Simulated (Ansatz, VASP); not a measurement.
Two plane-wave programs on Ag

```xyz
1
Lattice="0.0000 1.9997 1.9997 1.9997 0.0000 1.9997 1.9997 1.9997 0.0000" Properties=species:S:1:pos:R:3 pbc="T T T"
Ag    0.0000    0.0000    0.0000
```

Alike in both runs: task single point; functional LDA; k mesh 13 × 13 × 13; occupations fermi-dirac, width 0.1 eV; no spin polarisation.

|  | VASP | Ansatz |
| --- | --- | --- |
| version | VASP 6.6.1 | Ansatz 0.2.0 |
| potentials or method | VASP PAW LDA potentials, release 64 (Ag), cutoff 520 eV | plane waves (420 eV) with PAW, scalar-relativistic |
| valence electrons in the cell | 11 | 19 |

VASP gave:

| Property | Result |
| --- | --- |
| pressure (GPa) | 0.2 |

Problem. Estimate Ansatz's values.

Solution. Pressure (GPa): 0.0.

Ansatz warns that its potentials were made for another functional, while VASP's fit it. LDA's correlation is that of Perdew and Zunger in VASP and of Perdew and Wang (1992) in Ansatz. VASP's potentials hold 11 valence electrons a cell and Ansatz's 19, so a difference there can come from the potentials and not from the codes.
